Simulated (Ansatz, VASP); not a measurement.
Ni: VASP beside Ansatz

```
CELL_PARAMETERS angstrom
0.00000 1.66370 1.99645
1.66370 0.00000 1.99645
1.66370 1.66370 0.00000
ATOMIC_POSITIONS crystal
Ni 0.00000 0.00000 0.00000
```

Alike in both runs: task single point; functional PBEsol; k mesh 26 × 26 × 26; occupations gaussian, width 0.15 eV; collinear spin.

```csv
,VASP,Ansatz
version,VASP 6.6.1,Ansatz 0.2.0
potentials or method,"VASP PAW PBE potentials, release 64 (Ni), cutoff 520 eV","scalar-relativistic, plane waves, PAW"
valence electrons in the cell,10,18
```

```csv
,VASP,Ansatz,Ansatz less VASP
gap on the k mesh at the Fermi level (eV),none,none,-
pressure (GPa),-9.2,-9.2,-0.01
"traceless stress, the component that is largest in VASP (GPa)",-17.65,-18.18,-0.535
net moment per atom (μB),0.60,0.61,+0.014
size of the moment on the site where the two differ most (μB),0.61,0.64,+0.039
```

VASP's potentials were made for PBE, not for PBEsol. Site moments also hang on the region over which each program counts them. A gap of «none» marks a metal or a gap that the smearing closes. VASP's potentials hold 10 valence electrons a cell and Ansatz's 18, so a difference there can come from the potentials and not from the codes.
